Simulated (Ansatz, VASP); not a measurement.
# Two plane-wave programs on SnO2

The input INCAR:

```
ALGO = Normal ; EDIFF = 1E-6
ENCUT = 520 ; ISIF = 2
ISMEAR = 0 ; LASPH = T
LCHARG = F ; LREAL = F
LWAVE = F ; NBANDS = 35
NELM = 80 ; PREC = Accurate
SIGMA = 0.05
```

KPOINTS

```
k-points
0
Gamma
  6 6 8
```

Contents of POSCAR:

```
SnO2
1.0
    4.7207174017      0.0000000000      0.0000000000
    0.0000000000      4.7207174017      0.0000000000
    0.0000000000      0.0000000000      3.1887553105
Sn O
2 4
Direct
    0.0000000000      0.0000000000     -0.0395138503
    0.5000000000      0.5000000000      0.5395138503
    0.2702772619      0.3419358373      0.0229898081
    0.2297227381      0.8419358373      0.4770101919
    0.7297227381      0.6580641627      0.0229898081
    0.7702772619      0.1580641627      0.4770101919
```

Input for Ansatz:

```yaml
crystal:
  lattice:
    - [4.7207174017, 0.0, 0.0]
    - [0.0, 4.7207174017, 0.0]
    - [0.0, 0.0, 3.1887553105]
  atoms:
    - { symbol: Sn, position: [0.0, 0.0, -0.0395138503] }
    - { symbol: Sn, position: [0.5, 0.5, 0.5395138503] }
    - { symbol: O, position: [0.2702772619, 0.3419358373, 0.0229898081] }
    - { symbol: O, position: [0.2297227381, 0.8419358373, 0.4770101919] }
    - { symbol: O, position: [0.7297227381, 0.6580641627, 0.0229898081] }
    - { symbol: O, position: [0.7702772619, 0.1580641627, 0.4770101919] }
basis:
  ecutwfc: 520.0
kpoints:
  mp_grid: { grid: [6, 6, 8] }
hamiltonian:
  xc: lda
  pseudopotentials: { kind: paw, azcp: { folder: soft_1 } }
scf:
  occupations: { method: gaussian, width: 0.05 }
output:
  forces: true
  stress: true
  eigenvalues: true
```

Change from the starting cell: mode 4 frozen in at -0.239 Å and mode 5 at -0.126 Å (largest displacements).

Alike in both runs: task single point; functional LDA; k mesh 6 × 6 × 8; occupations gaussian, width 0.05 eV; no spin polarisation.

```csv
,VASP,Ansatz
version,VASP 6.6.1,Ansatz 0.2.0
potentials or method,"VASP PAW LDA potentials, release 64 (Sn_d, O), cutoff 520 eV","scalar-relativistic, plane waves, PAW"
valence electrons in the cell,52,52
```

```tsv
	VASP	Ansatz	Ansatz less VASP
gap on the k mesh at the Fermi level (eV)	1.38	1.37	-0.017
least direct gap on the mesh (eV)	1.44	1.43	-0.012
pressure (GPa)	-1.3	-2.6	-1.30
traceless stress, the component that is largest in VASP (GPa)	1.06	1.30	+0.242
rms of the force components (eV/Å)	0.406	0.395	-0.0107
```

Ansatz warns that its potentials were made for another functional, while VASP's fit it. LDA's correlation is that of Perdew and Zunger in VASP and of Perdew and Wang (1992) in Ansatz. Atom by atom the forces differ by 0.027 eV/Å (rms over components).
